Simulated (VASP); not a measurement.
Cu:

```
Cu
1.0
     0.00000    2.35594    2.35594
     2.35594    0.00000    2.35594
     2.35594    2.35594    0.00000
Cu
2
Direct
  0.50000 0.50000 0.50000
  0.75000 0.75000 0.75000
```

```yaml
Program: VASP 6.6.1
Task: relaxation of cell and atoms
Functional: PBE
Potentials_or_basis: VASP PAW PBE potentials, release 64 (Cu)
Cutoff: 600 eV
k_mesh: 6 × 6 × 6
Occupations: gaussian, width 0.1 eV
Spin: no spin polarisation
```

At the start: pressure 53.2 GPa; volume 13.08 Å³/atom.

Task: How do energy, volume and symmetry change on relaxing?

Result: Over 5 steps the energy falls by 707.8 meV/atom and the volume is 19.31 Å³/atom (+47.7 %); space group Fd-3m (No. 227, to 0.05 Å).

Step by step:
| step | energy change (eV) | largest force (eV/Å) | pressure (GPa) | volume (Å³) |
| --- | --- | --- | --- | --- |
| 1 | 0.0000 | 0.0000 | 53.19 | 26.15 |
| 2 | -1.2292 | 0.0000 | -6.52 | 46.27 |
| 3 | -1.2510 | 0.0000 | 1.43 | 37.95 |
| 4 | -1.4138 | 0.0000 | -1.07 | 39.15 |
| 5 | -1.4156 | 0.0000 | -0.29 | 38.63 |

Final structure:
```
Cu
1.0
     0.00000    2.68296    2.68296
     2.68296    0.00000    2.68296
     2.68296    2.68296    0.00000
Cu
2
Direct
  0.50000 0.50000 0.50000
  0.75000 0.75000 0.75000
```

Caveat: the k points lie up to 0.34 Å⁻¹ apart in the final cell; the volume moved by over 15 % at a fixed basis, so the end points are rough.
